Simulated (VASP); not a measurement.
A run of VASP 6.6.1 is set up as follows.

INCAR

```
SYSTEM = B
ALGO = Normal
EDIFF = 1E-7
ENCUT = 520
GGA = PS
ISIF = 2
ISMEAR = -1
ISPIN = 2
IVDW = 13
LASPH = .True.
LCHARG = .False.
LORBIT = 11
LREAL = .False.
LWAVE = .False.
MAGMOM = 0.5
NBANDS = 12
NELM = 150
PREC = Accurate
SIGMA = 0.05
```

KPOINTS

```
k-points
0
Gamma
  20 20 20
  0 0 0
```

Contents of POSCAR:

```
B
1.0
    1.4906181843      0.0000000000      0.0000000000
    0.0000000000      1.4906181843      0.0000000000
    0.0000000000      0.0000000000      1.4906181843
B
1
Direct
    0.0000000000      0.0000000000      0.0000000000
```

Potentials or basis: VASP PAW PBE potentials, release 64 (B).

Launch:

```bash
$ cat potpaw_PBE.64/B/POTCAR > POTCAR
$ mpirun -np 1 vasp_std > vasp.out
```

Q: What does it give for the net moment?

A: 0.00 μB per cell.

Q: Predict the pressure.

A: 547.6 GPa.

Q: Estimate the dispersion energy per atom.

A: -0.251 eV.

Caveat: the PAW data sets were made with another functional, which shifts forces and pressure a little; pairwise dispersion overbinds metals, which lowers pressure and volume.
